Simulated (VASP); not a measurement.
# Au (P-3m1) in VASP: single point with PBE

Aim: the single point of Au with PBE.

Program: VASP 6.6.1. These are calculated values, not measurements. Logs are shortened: lines on timing, memory, paths and dates and some standing lists are left out, and cuts for length are marked.

### 1 The cell of the first run

It takes space group P-3m1 (No. 164, trigonal). The conventional cell has a = 2.893 Å, b = 2.893 Å, c = 14.422 Å, α = 90.00°, β = 90.00°, γ = 120.00°. Within 3.8 Å of Au (site symmetry 3m) lie 12 Au at 2.89 to 3.10 Å. Au (site symmetry 3m) has 12 Au at 2.89 Å within 3.8 Å. Au (site symmetry 3m) has 12 Au at 2.89 Å within 3.8 Å.

### 2 Single point, PBE (the distance across one plane changed)

INCAR reads:

```
SYSTEM = Au
PREC = Accurate
ENCUT = 520
EDIFF = 1E-6
ISMEAR = 0
SIGMA = 0.15
LREAL = .FALSE.
LASPH = .TRUE.
NELM = 100
ALGO = Fast
ISIF = 2
LWAVE = .FALSE.
LCHARG = .TRUE.
GGA = PE
LELF = .TRUE.
LVHAR = .TRUE.
NBANDS = 42
```

KPOINTS reads:

```
Automatic mesh
0
G
  18 18 4
  0 0 0
```

POSCAR reads:

```
Au
1.0
    2.0455000000     -2.0455000000      0.0000000000
    2.0455000000      0.0000000000     -2.0455000000
    8.3263375673      8.3263375673      8.3263375673
Au
6
Direct
    0.6666666667      0.6666666667      0.0818723672
    0.0000000000      0.0000000000      0.9007598166
    0.3333333333      0.3333333333      0.2456498571
    0.6666666667      0.6666666667      0.5732048368
    0.0000000000      0.0000000000      0.4094273470
    0.3333333333      0.3333333333      0.7369823267
```

Potentials or basis: VASP PAW PBE potentials, release 64 (Au).

The run is started by

```bash
$ cat potpaw_PBE.64/Au/POTCAR > POTCAR
$ mpirun -np 1 vasp_std > vasp.out
```

OUTCAR:

```text
SYSTEM = Au
   PREC = Accurate
   ENCUT = 520
   EDIFF = 1E-6
   ISMEAR = 0
   LREAL = .FALSE.
   LASPH = .TRUE.
   NELM = 100
   ISIF = 2
   GGA = PE

 ion  position               nearest neighbor table
   1  0.667  0.667  0.082-   3 2.89   3 2.89   3 2.89   2 3.10   2 3.10   2 3.10
   2  0.000  0.000  0.901-   6 2.89   6 2.89   6 2.89   1 3.10   1 3.10   1 3.10
   3  0.333  0.333  0.246-   5 2.89   1 2.89   1 2.89   5 2.89   5 2.89   1 2.89
   4  0.667  0.667  0.573-   5 2.89   5 2.89   5 2.89   6 2.89   6 2.89   6 2.89
   5  0.000  0.000  0.409-   4 2.89   4 2.89   4 2.89   3 2.89   3 2.89   3 2.89
   6  0.333  0.333  0.737-   2 2.89   4 2.89   4 2.89   2 2.89   2 2.89   4 2.89

  LATTYP: Found a hexagonal cell.
 ALAT       =     2.8927738418
 C/A-ratio  =     4.9854017272

  Lattice vectors:

 A1 = (  -2.0455000000,   0.0000000000,   2.0455000000)
 A2 = (   2.0455000000,  -2.0455000000,   0.0000000000)
 A3 = (   8.3263375673,   8.3263375673,   8.3263375673)

Analysis of symmetry for initial positions (statically):
=====================================================================
 Subroutine PRICEL returns:
 Original cell was already a primitive cell.

 Routine SETGRP: Setting up the symmetry group for a
 hexagonal supercell.

 Subroutine GETGRP returns: Found 12 space group operations
 (whereof  6 operations were pure point group operations)
 out of a pool of 24 trial point group operations.

The static configuration has the point symmetry C_3v.
 The point group associated with its full space group is D_3d.

Analysis of symmetry for dynamics (positions and initial velocities):
=====================================================================
 Subroutine PRICEL returns:
 Original cell was already a primitive cell.

 Routine SETGRP: Setting up the symmetry group for a
 hexagonal supercell.

 Subroutine GETGRP returns: Found 12 space group operations
 (whereof  6 operations were pure point group operations)
 out of a pool of 24 trial point group operations.

The dynamic configuration has the point symmetry C_3v.
 The point group associated with its full space group is D_3d.

 Subroutine INISYM returns: Found 12 space group operations
 (whereof  6 operations are pure point group operations),
 and found     1 'primitive' translations

----------------------------------------------------------------------------------------

                                     Primitive cell

  volume of cell :     104.5139

  direct lattice vectors                    reciprocal lattice vectors
     2.045500000 -2.045500000  0.000000000     0.162959342 -0.325918683  0.162959342
[... 103 lines left out ...]
   TEBEG  =    0.0;   TEEND  =   0.0 temperature during run
   PSTRESS=    0.0 pullay stress
   NELECT =      66.0000    total number of electrons
   NUPDOWN=      -1.0000    fix difference up-down
   EMIN   =  10.00;   EMAX   =-10.00  energy-range for DOS
   EFERMI =   0.00;   METHOD = LEGACY
   ISMEAR =     0;   SIGMA  =   0.15  broadening in eV -4-tet -1-fermi 0-gaus
   EFERMI_NEDOS =   21; number of points for ismear=-14 and -15
   IALGO  =     68    algorithm
   IMIX   =      4    mixing-type and parameters
     AMIX     =   0.40;   BMIX     =  1.00
     AMIX_MAG =   1.60;   BMIX_MAG =  1.00
  volume/ion in A,a.u.               =      17.42       117.55
  Fermi-wavevector in a.u.,A,eV,Ry     =   1.404531  2.654179 26.840321  1.972708
  Thomas-Fermi vector in A             =   2.527084
   LORBIT       =      0    0 simple, 1 ext, 2 COOP (PROOUT), +10 PAW based schemes
   GGA     = PE    functional components
   LHFCALC =     F    Hartree Fock is set to
   AEXX    =    0.0000 exact exchange contribution
   IVDW    =     0    specifies the selected vdW correction
   LEPSILON=     F    determine dielectric tensor
   LRPA    =     F    only Hartree local field effects (RPA)
 non-spin polarized calculation
 RMM-DIIS sequential band-by-band and
 Gauss-broadening in eV      SIGMA  =   0.15
  energy-cutoff  :      520.00
  volume of cell :      104.51
 maximum number of plane-waves:      2871
 NGX is ok and might be reduce to    24
   NGX = 11   NGY = 11   NGZ = 53

 number of electron      66.0000009 magnetization

 Free energy of the ion-electron system (eV)
  ---------------------------------------------------
  ext. energy  EPLUGINS =         0.00000000
  ---------------------------------------------------
  free energy    TOTEN  =       -19.20349676 eV

  energy without entropy =      -19.18204713  energy(sigma->0) =      -19.19277195

 E-fermi :   9.1183     XC(G=0): -12.5814

 val. band max:        9.1172588153   @ k =   0.3333   0.1111   0.0000
 cond. band min:       9.1302230668   @ k =   0.3889   0.0556   0.0000
 fundamental gap:      0.0129642515
 Fermi energy:         9.1183298428

 k-point     1 :       0.0000    0.0000    0.0000
  band No.  band energies     occupation
      1      -0.5641      2.00000
      2       0.2268      2.00000
      3       0.4802      2.00000
      4       1.7365      2.00000
      5       1.7697      2.00000
      6       1.9502      2.00000
[... 1069 lines left out ...]
     41      15.1020      0.00000
     42      17.1537      0.00000

 [... further k-points ...]

------------------------ aborting loop because EDIFF is reached ----------------------------------------

  FORCE on cell =-STRESS in cart. coord.  units (eV):
  Direction    XX          YY          ZZ          XY          YZ          ZX
  --------------------------------------------------------------------------------------
  -------------------------------------------------------------------------------------
  Total        3.4472317      3.4472317      3.4472317     -0.2737629     -0.2737629     -0.2737629
  in kB       52.8453551     52.8453551     52.8453551     -4.1967288     -4.1967288     -4.1967288
  external PRESSURE =      52.8453551 kB  Pullay stress =       0.0000000 kB

 VOLUME and BASIS-vectors are now :
 -----------------------------------------------------------------------------
  energy-cutoff  :      520.00
  volume of cell :      104.51
      direct lattice vectors                 reciprocal lattice vectors
     2.045500000 -2.045500000  0.000000000     0.162959342 -0.325918683  0.162959342
     2.045500000  0.000000000 -2.045500000     0.162959342  0.162959342 -0.325918683
     8.326337567  8.326337567  8.326337567     0.040033608  0.040033608  0.040033608

 POSITION                                       TOTAL-FORCE (eV/Angst)
 -----------------------------------------------------------------------------------
      3.40903     -0.68197     -0.68197        -0.387500     -0.387500     -0.387500
      7.50003      7.50003      7.50003         0.387500      0.387500      0.387500
      3.40903      1.36353      1.36353         0.010195      0.010195      0.010195
      7.50003      3.40903      3.40903         0.002411      0.002411      0.002411
      3.40903      3.40903      3.40903        -0.002411     -0.002411     -0.002411
      7.50003      5.45453      5.45453        -0.010195     -0.010195     -0.010195
 -----------------------------------------------------------------------------------
    total drift:                               -0.000003     -0.000003     -0.000003

  FREE ENERGIE OF THE ION-ELECTRON SYSTEM (eV)
  ---------------------------------------------------
  free  energy   TOTEN  =       -19.2034967599 eV

  energy  without entropy=      -19.1820471346  energy(sigma->0) =      -19.19277195
```

Wall time 21 min (1 thread of Oxide Virtual Turin-like, shared host); peak memory 0.5 GiB.

Results:

- Free energy: -19.2035 eV
- Pressure: 5.3 GPa
- Largest force: 0.671 eV/Å
- Band gap on the k mesh: zero (bands 33 and 34 overlap by 4.99 eV)

Forces in eV/Å, atoms in the order of the input:
```
Au  -0.388 -0.388 -0.388
Au   0.388  0.388  0.388
Au   0.010  0.010  0.010
Au   0.002  0.002  0.002
Au  -0.002 -0.002 -0.002
Au  -0.010 -0.010 -0.010
```

Stress tensor (GPa, compression positive):
```
 5.28 -0.42 -0.42
-0.42  5.28 -0.42
-0.42 -0.42  5.28
```

Caveat: the cell differs from its parent crystal (the distance across one plane changed); the cell stands under pressure; spin-orbit coupling is left out, which moves the levels of the heavy elements.
